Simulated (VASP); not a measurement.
Write the native input for VASP 6.6.1 that does the following.

| Quantity | Value |
| --- | --- |
| Task | single point |
| Functional | LDA |
| Potentials or basis | VASP PAW LDA potentials, release 64 (Si) |
| Cutoff | 520 eV |
| k mesh | 8 × 8 × 6 |
| Occupations | gaussian, width 0.15 eV |
| Spin | no spin polarisation |
| Dipole correction | no |
| Further INCAR settings | ALGO = Normal; EDIFF = 1e-06; NBANDS = 26 |

The structure of Si lies in POSCAR:

```
Si
1.0
    4.5521371075     -2.4347064069      0.0000000000
    4.5521371075      2.4347064069      0.0000000000
    0.0000000000      0.0000000000      5.3276483616
Si
8
Direct
    0.5000003150      0.4999996850      0.7705063100
    0.4999996850      0.5000003150      0.2294936900
    0.9999996850      0.0000003150      0.2705063100
    0.0000003150      0.9999996850      0.7294936900
    0.7262158281      0.7262158281      0.5000000000
    0.2262158281      0.2262158281      0.0000000000
    0.2737841719      0.2737841719      0.5000000000
    0.7737841719      0.7737841719      0.0000000000
```

One way to write it, as run:

INCAR

```
SYSTEM = Si
PREC = Accurate ; ENCUT = 520
EDIFF = 1E-6 ; ISMEAR = 0
SIGMA = 0.15 ; LREAL = .FALSE.
LASPH = .TRUE. ; NELM = 100
ALGO = Normal ; ISIF = 2
LWAVE = .FALSE. ; LCHARG = .TRUE.
LELF = .TRUE. ; LVHAR = .TRUE.
NBANDS = 26
```

KPOINTS

```
regular mesh
0
G
  8 8 6
  0 0 0
```

Potentials or basis: VASP PAW LDA potentials, release 64 (Si).

The run is started by

```console
$ cat potpaw_LDA.64/Si/POTCAR > POTCAR
$ mpirun -np 1 vasp_std > vasp.out
```

Results of the run:

```yaml
Pressure: 0.1 GPa
Largest_force: 0.058 eV/Å
Band_gap_on_the_k_mesh: zero (bands 16 and 17 overlap by 3.39 eV)
```

It took 2.6 min on 1 thread of Intel(R) Xeon(R) Platinum 8559C (Emerald Rapids) (shared host), peak memory 0.3 GiB.
